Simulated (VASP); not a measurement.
# W3O in VASP: single point with PBE

Aim: the single point of W3O with PBE.

All numbers are computed with VASP 6.6.1; they aren't measurements. Logs are shortened: lines on timing, memory, paths and dates and some standing lists are left out, and cuts for length are marked.

## Step 1: The cell of the first run

The cell holds a slab with vacuum, 4 atoms: a = 2.757 Å, b = 2.757 Å, c = 19.856 Å, α = 90.00°, β = 90.00°, γ = 109.47°.

## Step 2: Single point, PBE

INCAR reads:

```
SYSTEM = W3O
PREC = Accurate ; ENCUT = 520
EDIFF = 1E-6 ; ISMEAR = 0
SIGMA = 0.1 ; LREAL = .FALSE.
LASPH = .TRUE. ; NELM = 80
ALGO = Normal ; ISIF = 2
LWAVE = .FALSE. ; LCHARG = .TRUE.
LDIPOL = .TRUE. ; IDIPOL = 3
DIPOL = 0.5 0.5 0.356 ; GGA = PE
LELF = .TRUE. ; LVHAR = .TRUE.
LVACPOTAV = .TRUE. ; NBANDS = 32
```

KPOINTS reads:

```
regular mesh
0
G
  10 10 1
  0 0 0
```

POSCAR reads:

```
W3O
1.0
    2.7571643597      0.0000000000      0.0000000000
   -0.9190547866      2.5994794874      0.0000000000
    0.0000000000      0.0000000000     19.8562161029
W O
3 1
Direct
    0.5000000000      0.5000000000      0.2014482507
    0.0000000000      0.0000000000      0.3111437107
    0.5000000000      0.5000000000      0.4208362792
    0.5000000000      1.0000000000      0.4906150433
```

Potentials or basis: VASP PAW PBE potentials, release 64 (W_sv, O).

Command:

```console
cat potpaw_PBE.64/W_sv/POTCAR potpaw_PBE.64/O/POTCAR > POTCAR
mpirun -np 1 vasp_std > vasp.out
```

OUTCAR:

```text
SYSTEM = W3O
   PREC = Accurate
   ENCUT = 520
   EDIFF = 1E-6
   ISMEAR = 0
   LREAL = .FALSE.
   LASPH = .TRUE.
   NELM = 80
   ISIF = 2
   GGA = PE

 ion  position               nearest neighbor table
   1  0.500  0.500  0.201-   2 2.70   2 2.70   2 3.13   2 3.13
   2  0.000  0.000  0.311-   3 2.70   3 2.70   1 2.70   1 2.70   3 3.13   3 3.13   1 3.13   1 3.13

   3  0.500  0.500  0.421-   4 1.95   4 1.95   2 2.70   2 2.70   2 3.13   2 3.13
   4  0.500  0.000  0.491-   3 1.95   3 1.95

  LATTYP: Found a base centered orthorhombic cell.
 ALAT       =     3.1836991705
 B/A-ratio  =     1.4142135624
 C/A-ratio  =     6.2368380427

  Lattice vectors:

 A1 = (   2.7571643597,   0.0000000000,   0.0000000000)
 A2 = (  -0.9190547866,   2.5994794874,   0.0000000000)
 A3 = (   0.0000000000,   0.0000000000,  19.8562161029)

Analysis of symmetry for initial positions (statically):
=====================================================================
 Subroutine PRICEL returns:
 Original cell was already a primitive cell.

 Routine SETGRP: Setting up the symmetry group for a
 base centered orthorhombic supercell.

 Subroutine GETGRP returns: Found  2 space group operations
 (whereof  2 operations were pure point group operations)
 out of a pool of  8 trial point group operations.

The static configuration has the point symmetry C_2 .

Analysis of symmetry for dynamics (positions and initial velocities):
=====================================================================
 Subroutine PRICEL returns:
 Original cell was already a primitive cell.

 Routine SETGRP: Setting up the symmetry group for a
 base centered orthorhombic supercell.

 Subroutine GETGRP returns: Found  2 space group operations
 (whereof  2 operations were pure point group operations)
 out of a pool of  8 trial point group operations.

The dynamic configuration has the point symmetry C_2 .

 Subroutine INISYM returns: Found  2 space group operations
 (whereof  2 operations are pure point group operations),
 and found     1 'primitive' translations

----------------------------------------------------------------------------------------

                                     Primitive cell

  volume of cell :     142.3133

  direct lattice vectors                    reciprocal lattice vectors
     2.757164360  0.000000000  0.000000000     0.362691472  0.128230800  0.000000000
    -0.919054787  2.599479487  0.000000000     0.000000000  0.384692399  0.000000000
[... 89 lines left out ...]
   EDIFF  = 0.1E-05   stopping-criterion for ELM
   LREAL  =      F    real-space projection
   EDIFFG = 0.1E-04   stopping-criterion for IOM
   NSW    =      0    number of steps for IOM
   IBRION =     -1    ionic relax: 0-MD 1-quasi-New 2-CG
   NFREE  =      0    steps in history (QN), initial steepest desc. (CG)
   ISIF   =      2    stress and relaxation
   ISYM   =      2    0-nonsym 1-usesym 2-fastsym
   POTIM  = 0.5000    time-step for ionic-motion
   TEBEG  =    0.0;   TEEND  =   0.0 temperature during run
   PSTRESS=    0.0 pullay stress
   NELECT =      48.0000    total number of electrons
   NUPDOWN=      -1.0000    fix difference up-down
   EMIN   =  10.00;   EMAX   =-10.00  energy-range for DOS
   EFERMI =   0.00;   METHOD = LEGACY
   ISMEAR =     0;   SIGMA  =   0.10  broadening in eV -4-tet -1-fermi 0-gaus
   EFERMI_NEDOS =   21; number of points for ismear=-14 and -15
   IALGO  =     38    algorithm
   IMIX   =      4    mixing-type and parameters
     AMIX     =   0.40;   BMIX     =  1.00
     AMIX_MAG =   1.60;   BMIX_MAG =  1.00
  volume/ion in A,a.u.               =      35.58       240.09
  Fermi-wavevector in a.u.,A,eV,Ry     =   1.139568  2.153470 17.668718  1.298614
  Thomas-Fermi vector in A             =   2.276271
   LORBIT       =      0    0 simple, 1 ext, 2 COOP (PROOUT), +10 PAW based schemes
   GGA     = PE    functional components
   LHFCALC =     F    Hartree Fock is set to
   AEXX    =    0.0000 exact exchange contribution
   IVDW    =     0    specifies the selected vdW correction
   LEPSILON=     F    determine dielectric tensor
   LRPA    =     F    only Hartree local field effects (RPA)
 non-spin polarized calculation
 Gauss-broadening in eV      SIGMA  =   0.10
  energy-cutoff  :      520.00
  volume of cell :      142.31
 maximum number of plane-waves:      3862
 NGX is ok and might be reduce to    24
   NGX = 11   NGY = 11   NGZ = 73

 dipolmoment           0.000000      0.000000     -0.682113 electrons x Angstroem

 number of electron      48.0000001 magnetization

 dipolmoment           0.000000      0.000000      0.097475 electrons x Angstroem

 Free energy of the ion-electron system (eV)
  ---------------------------------------------------
  ext. energy  EPLUGINS =         0.00000000
  ---------------------------------------------------
  free energy    TOTEN  =       -43.79704207 eV

  energy without entropy =      -43.78222058  energy(sigma->0) =      -43.78963133

 E-fermi :   0.2664     XC(G=0):  -6.0181

 val. band max:        0.2563563370   @ k =   0.4000  -0.0000   0.0000
 cond. band min:       0.2719674078   @ k =   0.0000   0.4000   0.0000
 fundamental gap:      0.0156110708
 Fermi energy:         0.2663865610

 k-point     1 :       0.0000    0.0000    0.0000
  band No.  band energies     occupation
      1     -74.3943      2.00000
      2     -73.7779      2.00000
      3     -73.6846      2.00000
      4     -38.8501      2.00000
      5     -38.3807      2.00000
      6     -38.2986      2.00000
[... 829 lines left out ...]
     31       3.3947      0.00000
     32       3.7487      0.00000

 [... further k-points ...]
[... 5 lines left out ...]
  --------------------------------------------------------------------------------------
  -------------------------------------------------------------------------------------
  Total        0.2365433      1.5971151      2.2126635     -0.9412184      0.0000000      0.0000000
  in kB        2.6630274     17.9804793     24.9103840    -10.5963298      0.0000000      0.0000000
  external PRESSURE =      15.1846302 kB  Pullay stress =       0.0000000 kB

 VOLUME and BASIS-vectors are now :
 -----------------------------------------------------------------------------
  energy-cutoff  :      520.00
  volume of cell :      142.31
      direct lattice vectors                 reciprocal lattice vectors
     2.757164360  0.000000000  0.000000000     0.362691472  0.128230800  0.000000000
    -0.919054787  2.599479487  0.000000000     0.000000000  0.384692399  0.000000000
     0.000000000  0.000000000 19.856216103     0.000000000  0.000000000  0.050362063

 POSITION                                       TOTAL-FORCE (eV/Angst)
 -----------------------------------------------------------------------------------
      0.91905      1.29974      4.00000         0.000000      0.000000     -0.049361
      0.00000      0.00000      6.17814         0.000000      0.000000     -0.786706
      0.91905      1.29974      8.35622         0.000000      0.000000      0.591743
      1.37858      0.00000      9.74176        -0.000000      0.000000      0.244324
 -----------------------------------------------------------------------------------
    total drift:                               -0.000000     -0.000000      0.000622

  FREE ENERGIE OF THE ION-ELECTRON SYSTEM (eV)
  ---------------------------------------------------
  free  energy   TOTEN  =       -43.7970420693 eV

  energy  without entropy=      -43.7822205817  energy(sigma->0) =      -43.78963133

 vacuum level on the upper side and lower side of the slab         7.594         5.132
```

OSZICAR:

```text
N       E                     dE             d eps       ncg     rms          rms(c)
DAV:   1     0.566601471346E+03    0.56660E+03   -0.29584E+04  3808   0.146E+03
DAV:   2    -0.200163431599E+02   -0.58662E+03   -0.56757E+03  3856   0.455E+02
DAV:   3    -0.473164307086E+02   -0.27300E+02   -0.26425E+02  4208   0.993E+01
[... 19 lines left out ...]
DAV:  23    -0.437970197999E+02   -0.13897E-04   -0.15228E-06  2768   0.805E-03    0.352E-03
DAV:  24    -0.437970309895E+02   -0.11190E-04   -0.20890E-06  3160   0.866E-03    0.245E-03
DAV:  25    -0.437970368222E+02   -0.58326E-05   -0.39434E-07  2352   0.361E-03    0.152E-03
DAV:  26    -0.437970413984E+02   -0.45762E-05   -0.56926E-07  2576   0.303E-03    0.458E-04
DAV:  27    -0.437970420693E+02   -0.67090E-06   -0.77944E-08  2320   0.125E-03
   1 F= -.43797042E+02 E0= -.43789631E+02  d E =-.148215E-01
```

Wall time 4.8 min (1 thread of Intel Xeon Platinum 8488C (Sapphire Rapids), shared host); peak memory 0.39 GiB.

Results:

```yaml
Free_energy: -43.7970 eV
Largest_force: 0.787 eV/Å
Band_gap_on_the_k_mesh: zero (band 24 reaches 1.51 eV, above the bottom of band 25 at -0.33 eV)
```

Forces on the atoms (eV/Å):
```
W    0.000  0.000 -0.049
W    0.000  0.000 -0.787
W    0.000  0.000  0.592
O    0.000  0.000  0.244
```

Caveat: spin-orbit coupling is left out, which moves the levels of the heavy elements.
